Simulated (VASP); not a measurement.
A run of VASP 6.6.1 is set up as follows.

The input POSCAR:

```
LaLuAs2
1.0
    4.2650772285      0.0000000000      0.0000000000
    0.0000000000      4.2650772285      0.0000000000
    0.0000000000      0.0000000000      6.0110402783
La As Lu
1 2 1
Direct
    0.0000000000      0.0000000000      0.0000000000
    0.0000000000      0.0000000000      0.5000000000
    0.5000000000      0.5000000000      0.0000000000
    0.5000000000      0.5000000000      0.5000000000
```

File INCAR.step1:

```
PREC     = Accurate       # precision mode
ENCUT    = 560            # plane-wave cutoff, eV
ISMEAR   = -1             # smearing method
SIGMA    = 0.02           # smearing width, eV
LREAL    = F              # projectors in reciprocal space
LASPH    = T              # aspherical terms in the spheres
NELM     = 200            # most SCF steps
NBANDS   = 41             # bands
GGA      = PE             # functional
ALGO     = Normal         # electronic algorithm
EDIFF    = 1E-5           # SCF threshold, eV
LWAVE    = T              # write WAVECAR
LCHARG   = F              # write CHGCAR
GGA_COMPAT= F            
LMAXMIX  = 6              # l up to which the mixer works
```

The input INCAR.step2:

```
PREC     = Accurate       # precision mode
ENCUT    = 560            # plane-wave cutoff, eV
EDIFF    = 1E-6           # SCF threshold, eV
ISMEAR   = -1             # smearing method
SIGMA    = 0.02           # smearing width, eV
LREAL    = F              # projectors in reciprocal space
LASPH    = T              # aspherical terms in the spheres
NELM     = 200            # most SCF steps
ALGO     = Normal         # electronic algorithm
ISIF     = 2              # what is computed and relaxed
LWAVE    = F              # write WAVECAR
LCHARG   = T              # write CHGCAR
METAGGA  = R2SCAN         # meta-GGA
LMIXTAU  = T            
LELF     = T              # ELF
LVHAR    = T            
NBANDS   = 41             # bands
ISTART   = 1            
GGA_COMPAT= F            
LMAXMIX  = 6              # l up to which the mixer works
```

Contents of KPOINTS:

```
Automatic mesh
0
Gamma
  6 6 4
```

Potentials or basis: VASP PAW PBE potentials, release 64 (La, As_d, Lu).

Command:

```console
$ cat potpaw_PBE.64/La/POTCAR potpaw_PBE.64/As_d/POTCAR potpaw_PBE.64/Lu/POTCAR > POTCAR
$ cp INCAR.step1 INCAR
$ mpirun -np 1 vasp_std > vasp.out
$ cp INCAR.step2 INCAR
$ mpirun -np 1 vasp_std > vasp.out
```

Task: Predict the pressure.

Result: -2.1 GPa.

Task: Predict the band gap on the k mesh.

Result: Zero (bands 33 and 34 overlap by 0.09 eV).

Caveat: semilocal functionals underestimate gaps, and a narrow one can read as zero; the PAW data sets were made with another functional, which shifts forces and pressure a little; spin-orbit coupling is left out, which moves the levels of the heavy elements.
